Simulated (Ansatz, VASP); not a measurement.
**MoS2: VASP beside Ansatz**

The input INCAR:

```
SYSTEM = MoS2
PREC     = Accurate       ! precision mode
ENCUT    = 500            ! plane-wave cutoff, eV
EDIFF    = 1E-6           ! SCF threshold, eV
ISMEAR   = 0              ! smearing method
SIGMA    = 0.05           ! smearing width, eV
LREAL    = .FALSE.        ! projectors in reciprocal space
LASPH    = .TRUE.         ! aspherical terms in the spheres
NELM     = 120            ! most SCF steps
ALGO     = Normal         ! electronic algorithm
ISIF     = 2              ! what is computed and relaxed
LWAVE    = .FALSE.        ! write WAVECAR
LCHARG   = .FALSE.        ! write CHGCAR
GGA      = PE             ! functional
IVDW     = 12             ! dispersion correction
NBANDS   = 20             ! bands
GGA_COMPAT= .FALSE.
```

Contents of KPOINTS:

```
regular mesh
0
G
  12 12 4
  0 0 0
```

The input POSCAR:

```
MoS2
1.0
    3.2075152338      0.0000000000      0.0000000000
   -1.6037576169      2.7777896755      0.0000000000
    0.0000000000      0.0000000000      6.4063701764
Mo S
1 2
Direct
    0.0000000000      0.0000000000      0.0000000000
    0.3333333333      0.6666666667      0.2232580192
    0.3333333333      0.6666666667      0.7767419808
```

Input for Ansatz:

```yaml
crystal:
  lattice:
    - [3.2075152338, 0.0, 0.0]
    - [-1.6037576169, 2.7777896755, 0.0]
    - [0.0, 0.0, 6.4063701764]
  atoms:
    - { symbol: Mo, position: [0.0, 0.0, 0.0] }
    - { symbol: S, position: [0.3333333333, 0.6666666667, 0.2232580192] }
    - { symbol: S, position: [0.3333333333, 0.6666666667, 0.7767419808] }
basis:
  ecutwfc: 420
kpoints:
  mp_grid: { grid: [12, 12, 4] }
hamiltonian:
  xc: pbe
  dispersion: d3bj
scf:
  occupations: { method: gaussian, width: 0.05 }
output:
  forces: true
  stress: true
  eigenvalues: true
```

Alike in both runs: task single point; functional PBE; dispersion D3(BJ); k mesh 12 × 12 × 4; occupations gaussian, width 0.05 eV; no spin polarisation.

```csv
,VASP,Ansatz
version,VASP 6.6.1,Ansatz 0.2.0
potentials or method,"VASP PAW PBE potentials, release 64 (Mo_sv, S), cutoff 500 eV","scalar-relativistic, plane waves, PAW"
valence electrons in the cell,26,26
```

```csv
,VASP,Ansatz,Ansatz less VASP
gap on the k mesh at the Fermi level (eV),none,none,-
pressure (GPa),8.8,9.0,+0.19
"traceless stress, the component that is largest in VASP (GPa)",11.45,11.48,+0.039
rms of the force components (eV/Å),1.197,1.208,+0.0103
```

Atom by atom the forces differ by 0.010 eV/Å (rms over components). A gap of «none» marks a metal or a gap that the smearing closes.
